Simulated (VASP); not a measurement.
# TePb (Pm-3m) in VASP: single point with PBE

Aim: the single point of TePb with PBE.

Program: VASP 6.6.1. These are calculated values, not measurements. Logs are shortened: lines on timing, memory, paths and dates and some standing lists are left out, and cuts for length are marked.

## Step 1: The cell of the first run

It takes space group Pm-3m (No. 221, cubic). The conventional cell has a = 4.066 Å, b = 4.066 Å, c = 4.066 Å, α = 90.00°, β = 90.00°, γ = 90.00°. Within 4.6 Å of Te (site symmetry m-3m) lie 8 Pb at 3.52 Å and 6 Te at 4.07 Å. Within 4.6 Å of Pb (site symmetry m-3m) lie 8 Te at 3.52 Å and 6 Pb at 4.07 Å.

## Step 2: Single point, PBE

Input file INCAR:

```
ALGO     = Normal         # electronic algorithm
EDIFF    = 1E-7           # SCF threshold, eV
ENCUT    = 520            # plane-wave cutoff, eV
GGA      = PE             # functional
ISIF     = 2              # what is computed and relaxed
ISMEAR   = 0              # smearing method
LASPH    = T              # aspherical terms in the spheres
LCHARG   = F              # write CHGCAR
LREAL    = F              # projectors in reciprocal space
LWAVE    = F              # write WAVECAR
NBANDS   = 17             # bands
NELM     = 100            # most SCF steps
PREC     = Accurate       # precision mode
SIGMA    = 0.05           # smearing width, eV
```

Input file KPOINTS:

```
k-points
0
Gamma
  8 8 8
```

Input file POSCAR:

```
TePb
1.0
   -1.3552550760      2.7105101520      2.7105101520
    2.7105101520     -1.3552550760      2.7105101520
    2.7105101520      2.7105101520     -1.3552550760
Te Pb
1 1
Direct
    0.5000000000      0.5000000000      0.5000000000
    0.0000000000      0.0000000000      0.0000000000
```

Potentials or basis: VASP PAW PBE potentials, release 64 (Te, Pb_d).

Launch:

```console
$ cat potpaw_PBE.64/Te/POTCAR potpaw_PBE.64/Pb_d/POTCAR > POTCAR
$ mpirun -np 1 vasp_std > vasp.out
```

OUTCAR:

```text
EDIFF = 1E-7
   ENCUT = 520
   GGA = PE
   ISIF = 2
   ISMEAR = 0
   LASPH = T
   LREAL = F
   NELM = 100
   PREC = Accurate

 ion  position               nearest neighbor table
   1  0.500  0.500  0.500-   2 3.52   2 3.52   2 3.52   2 3.52   2 3.52   2 3.52   2 3.52   2 3.52

   2  0.000  0.000  0.000-   1 3.52   1 3.52   1 3.52   1 3.52   1 3.52   1 3.52   1 3.52   1 3.52

  LATTYP: Found a simple cubic cell.
 ALAT       =     4.0657652280

  Lattice vectors:

 A1 = (  -1.3552550760,   2.7105101520,   2.7105101520)
 A2 = (   2.7105101520,  -1.3552550760,   2.7105101520)
 A3 = (   2.7105101520,   2.7105101520,  -1.3552550760)

Analysis of symmetry for initial positions (statically):
=====================================================================
 Subroutine PRICEL returns:
 Original cell was already a primitive cell.

 Routine SETGRP: Setting up the symmetry group for a
 simple cubic supercell.

 Subroutine GETGRP returns: Found 48 space group operations
 (whereof 48 operations were pure point group operations)
 out of a pool of 48 trial point group operations.

The static configuration has the point symmetry O_h .

Analysis of symmetry for dynamics (positions and initial velocities):
=====================================================================
 Subroutine PRICEL returns:
 Original cell was already a primitive cell.

 Routine SETGRP: Setting up the symmetry group for a
 simple cubic supercell.

 Subroutine GETGRP returns: Found 48 space group operations
 (whereof 48 operations were pure point group operations)
 out of a pool of 48 trial point group operations.

The dynamic configuration has the point symmetry O_h .

 Subroutine INISYM returns: Found 48 space group operations
 (whereof 48 operations are pure point group operations),
 and found     1 'primitive' translations

----------------------------------------------------------------------------------------

                                     Primitive cell

  volume of cell :      67.2089

  direct lattice vectors                    reciprocal lattice vectors
    -1.355255076  2.710510152  2.710510152    -0.081985386  0.163970773  0.163970773
     2.710510152 -1.355255076  2.710510152     0.163970773 -0.081985386  0.163970773
     2.710510152  2.710510152 -1.355255076     0.163970773  0.163970773 -0.081985386

  length of vectors
[... 74 lines left out ...]
   ISTART =      0    job   : 0-new  1-cont  2-samecut
   ICHARG =      2    charge: 1-file 2-atom 10-const
   ISPIN  =      1    spin polarized calculation?
   LNONCOLLINEAR =      F non collinear calculations
   LSORBIT =      F    spin-orbit coupling
   LASPH  =      T    aspherical Exc in radial PAW
   ENCUT  =  520.0 eV  38.22 Ry    6.18 a.u.   7.56  7.56  7.56*2*pi/ulx,y,z
   NELM   =    100;   NELMIN=  2; NELMDL= -5     # of ELM steps
   EDIFF  = 0.1E-06   stopping-criterion for ELM
   LREAL  =      F    real-space projection
   EDIFFG = 0.1E-05   stopping-criterion for IOM
   NSW    =      0    number of steps for IOM
   IBRION =     -1    ionic relax: 0-MD 1-quasi-New 2-CG
   NFREE  =      0    steps in history (QN), initial steepest desc. (CG)
   ISIF   =      2    stress and relaxation
   ISYM   =      2    0-nonsym 1-usesym 2-fastsym
   POTIM  = 0.5000    time-step for ionic-motion
   TEBEG  =    0.0;   TEEND  =   0.0 temperature during run
   PSTRESS=    0.0 pullay stress
   NELECT =      20.0000    total number of electrons
   NUPDOWN=      -1.0000    fix difference up-down
   EMIN   =  10.00;   EMAX   =-10.00  energy-range for DOS
   EFERMI =   0.00;   METHOD = LEGACY
   ISMEAR =     0;   SIGMA  =   0.05  broadening in eV -4-tet -1-fermi 0-gaus
   EFERMI_NEDOS =   21; number of points for ismear=-14 and -15
   IALGO  =     38    algorithm
   IMIX   =      4    mixing-type and parameters
     AMIX     =   0.40;   BMIX     =  1.00
     AMIX_MAG =   1.60;   BMIX_MAG =  1.00
  volume/ion in A,a.u.               =      33.60       226.77
  Fermi-wavevector in a.u.,A,eV,Ry     =   1.092972  2.065418 16.253366  1.194589
  Thomas-Fermi vector in A             =   2.229249
   LORBIT       =      0    0 simple, 1 ext, 2 COOP (PROOUT), +10 PAW based schemes
   GGA     = PE    functional components
   LHFCALC =     F    Hartree Fock is set to
   AEXX    =    0.0000 exact exchange contribution
   IVDW    =     0    specifies the selected vdW correction
   LEPSILON=     F    determine dielectric tensor
   LRPA    =     F    only Hartree local field effects (RPA)
 non-spin polarized calculation
 Gauss-broadening in eV      SIGMA  =   0.05
  energy-cutoff  :      520.00
  volume of cell :       67.21
 maximum number of plane-waves:      1856
   NGX = 15   NGY = 15   NGZ = 15

 number of electron      20.0000005 magnetization

 Free energy of the ion-electron system (eV)
  ---------------------------------------------------
  ext. energy  EPLUGINS =         0.00000000
  ---------------------------------------------------
  free energy    TOTEN  =        -7.04850454 eV

  energy without entropy =       -7.04750788  energy(sigma->0) =       -7.04800621

 E-fermi :   5.8782     XC(G=0):  -9.4687

 val. band max:        5.7696508221   @ k =   0.5000   0.1250   0.0000
 cond. band min:       5.8905531408   @ k =   0.5000   0.2500   0.0000
 fundamental gap:      0.1209023188
 Fermi energy:         5.8781645199

 k-point     1 :       0.0000    0.0000    0.0000
  band No.  band energies     occupation
      1     -11.3299      2.00000
      2     -11.3299      2.00000
      3     -11.2584      2.00000
      4     -11.2584      2.00000
      5     -11.2584      2.00000
      6      -5.9996      2.00000
[... 457 lines left out ...]
      4     -11.2759      2.00000
      5     -11.2435      2.00000
      6      -4.1919      2.00000
[... 9 lines left out ...]
     16      14.6412      0.00000
     17      15.3087      0.00000

 [... further k-points ...]
[... 5 lines left out ...]
  --------------------------------------------------------------------------------------
  -------------------------------------------------------------------------------------
  Total       -0.7591686     -0.7591686     -0.7591686     -0.0000000     -0.0000000     -0.0000000
  in kB      -18.0976386    -18.0976386    -18.0976386     -0.0000000     -0.0000000     -0.0000000
  external PRESSURE =     -18.0976386 kB  Pullay stress =       0.0000000 kB

 VOLUME and BASIS-vectors are now :
 -----------------------------------------------------------------------------
  energy-cutoff  :      520.00
  volume of cell :       67.21
      direct lattice vectors                 reciprocal lattice vectors
    -1.355255076  2.710510152  2.710510152    -0.081985386  0.163970773  0.163970773
     2.710510152 -1.355255076  2.710510152     0.163970773 -0.081985386  0.163970773
     2.710510152  2.710510152 -1.355255076     0.163970773  0.163970773 -0.081985386

 POSITION                                       TOTAL-FORCE (eV/Angst)
 -----------------------------------------------------------------------------------
      2.03288      2.03288      2.03288         0.000000     -0.000000     -0.000000
      0.00000      0.00000      0.00000        -0.000000      0.000000      0.000000
 -----------------------------------------------------------------------------------
    total drift:                               -0.000000      0.000000     -0.000000

  FREE ENERGIE OF THE ION-ELECTRON SYSTEM (eV)
  ---------------------------------------------------
  free  energy   TOTEN  =        -7.0485045418 eV

  energy  without entropy=       -7.0475078838  energy(sigma->0) =       -7.04800621
```

OSZICAR:

```text
N       E                     dE             d eps       ncg     rms          rms(c)
DAV:   1     0.145598780004E+03    0.14560E+03   -0.92116E+03  1198   0.113E+03
DAV:   2     0.265684308593E+01   -0.14294E+03   -0.13865E+03  1245   0.285E+02
DAV:   3    -0.701409781620E+01   -0.96709E+01   -0.95006E+01  1561   0.803E+01
DAV:   4    -0.727502296435E+01   -0.26093E+00   -0.26024E+00  1552   0.147E+01
DAV:   5    -0.728546465116E+01   -0.10442E-01   -0.10441E-01  1717   0.266E+00    0.329E+00
DAV:   6    -0.705116215763E+01    0.23430E+00   -0.56476E-01  1633   0.459E+00    0.209E+00
DAV:   7    -0.704834635285E+01    0.28158E-02   -0.64261E-02  1403   0.113E+00    0.103E+00
DAV:   8    -0.704839075467E+01   -0.44402E-04   -0.45864E-03  1355   0.689E-01    0.105E-01
DAV:   9    -0.704847767918E+01   -0.86925E-04   -0.23852E-04  1712   0.950E-02    0.519E-02
DAV:  10    -0.704850454424E+01   -0.26865E-04   -0.43466E-05  1494   0.483E-02    0.934E-03
DAV:  11    -0.704850482913E+01   -0.28489E-06   -0.17217E-06  1738   0.142E-02    0.317E-03
DAV:  12    -0.704850465303E+01    0.17610E-06   -0.33293E-07  1289   0.595E-03    0.503E-04
DAV:  13    -0.704850452977E+01    0.12326E-06   -0.21035E-08   778   0.940E-04    0.343E-04
DAV:  14    -0.704850454179E+01   -0.12020E-07   -0.30688E-09   699   0.436E-04
   1 F= -.70485045E+01 E0= -.70480062E+01  d E =-.996658E-03
```

stdout:

```text
POSCAR found type information on POSCAR TePb
 POSCAR found :  2 types and       2 ions
 scaLAPACK will be used
 LDA part: xc-table for (Slater+PW92), standard interpolation
 POSCAR, INCAR and KPOINTS ok, starting setup
 FFT: planning ... GRIDC
 FFT: planning ... GRID_SOFT
 FFT: planning ... GRID
 WAVECAR not read
 entering main loop
```

Wall time 13 s (1 thread of Intel Xeon 6975P-C (Granite Rapids), shared host); peak memory 0.19 GiB.

What came out:

```yaml
Free_energy: -7.0485 eV
Pressure: -1.8 GPa
Band_gap_on_the_k_mesh: zero (band 10 reaches 6.08 eV, above the bottom of band 11 at 4.95 eV)
```

Caveat: spin-orbit coupling is left out, which moves the levels of the heavy elements.
